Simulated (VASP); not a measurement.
Write the native input for VASP 6.6.1 that does the following.

| Item | Value |
| --- | --- |
| Task | single point |
| Functional | BLYP |
| Dispersion | D4 |
| Potentials or basis | VASP PAW PBE potentials, release 64 (Bi_d) |
| Cutoff | 520 eV |
| k mesh | 9 × 9 × 9 |
| Occupations | fermi-dirac, width 0.05 eV |
| Spin | no spin polarisation |
| Dipole correction | no |
| Further INCAR settings | ALGO = Normal; EDIFF = 1e-06; NBANDS = 14 |

The structure of Bi lies in POSCAR:

```
Bi
1.0
   -1.9831867762      1.9831867762      1.9831867762
    1.9831867762     -1.9831867762      1.9831867762
    1.9831867762      1.9831867762     -1.9831867762
Bi
1
Direct
    0.0000000000      0.0000000000      0.0000000000
```

These files were run (other wordings do the same):

INCAR

```
AGGAC    = 1.0          
AGGAX    = 1.0          
ALDAC    = 0.0          
ALDAX    = 1.0          
ALGO     = Normal         # electronic algorithm
EDIFF    = 1E-6           # SCF threshold, eV
ENCUT    = 520            # plane-wave cutoff, eV
GGA      = B5             # functional
ISIF     = 2              # what is computed and relaxed
ISMEAR   = -1             # smearing method
IVDW     = 13             # dispersion correction
LASPH    = True           # aspherical terms in the spheres
LCHARG   = False          # write CHGCAR
LREAL    = False          # projectors in reciprocal space
LWAVE    = False          # write WAVECAR
NBANDS   = 14             # bands
NELM     = 100            # most SCF steps
PREC     = Accurate       # precision mode
SIGMA    = 0.05           # smearing width, eV
VDW_A1   = 0.44488865   
VDW_A2   = 4.0933009    
VDW_S6   = 1.0          
VDW_S8   = 2.34076671
```

KPOINTS

```
k-points
0
Gamma
  9 9 9
```

Potentials or basis: VASP PAW PBE potentials, release 64 (Bi_d).

Run with:

```console
$ cat potpaw_PBE.64/Bi_d/POTCAR > POTCAR
$ mpirun -np 1 vasp_std > vasp.out
```

It gave:

```yaml
Pressure: 0.1 GPa
Dispersion_energy_per_atom: -1.016 eV
```

Caveat: the PAW data sets were made with another functional, which shifts forces and pressure a little; pairwise dispersion overbinds metals, which lowers pressure and volume.

Wall time 20 s on 1 thread of Intel(R) Xeon(R) Platinum 8488C (Sapphire Rapids), with other jobs on the host, peak memory 0.15 GiB.
